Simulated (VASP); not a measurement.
Ta: single point with PBEsol

Ta, a slab with vacuum:

```
CELL_PARAMETERS angstrom
2.84116 0.00000 0.00000
-0.94705 2.67867 0.00000
0.00000 0.00000 25.27920
ATOMIC_POSITIONS crystal
Ta 0.00000 0.00000 0.32055
Ta 0.50000 0.50000 0.40842
Ta 0.00000 0.00000 0.50000
Ta 0.50000 0.50000 0.59158
Ta 0.00000 0.00000 0.67945
```

```json
{
 "Program": "VASP 6.6.1",
 "Task": "single point",
 "Functional": "PBEsol",
 "Potentials or basis": "VASP PAW PBE potentials, release 64 (Ta_pv)",
 "Cutoff": "520 eV",
 "k mesh": "15 × 15 × 1",
 "Occupations": "fermi-dirac, width 0.05 eV",
 "Spin": "no spin polarisation"
}
```

```
Largest force : 0.009 eV/Å
```

Forces on the atoms (eV/Å):
```
Ta   0.000  0.000 -0.009
Ta   0.000  0.000 -0.004
Ta   0.000  0.000  0.000
Ta   0.000  0.000  0.004
Ta   0.000  0.000  0.009
```

Levels at points of the mesh, in eV from the Fermi level:
```tsv
k point	band 25	band 26	band 27	band 28	band 29	band 30
(0.00, 0.00, 0.00)	-0.42	0.00	0.39	0.49	0.54	0.84
```

Run time: 21 min on 1 thread of AMD EPYC 7R13 (shared host), peak memory 0.49 GiB.

Caveat: the PAW data sets were made with another functional, which shifts forces and pressure a little; spin-orbit coupling is left out, which moves the levels of the heavy elements.
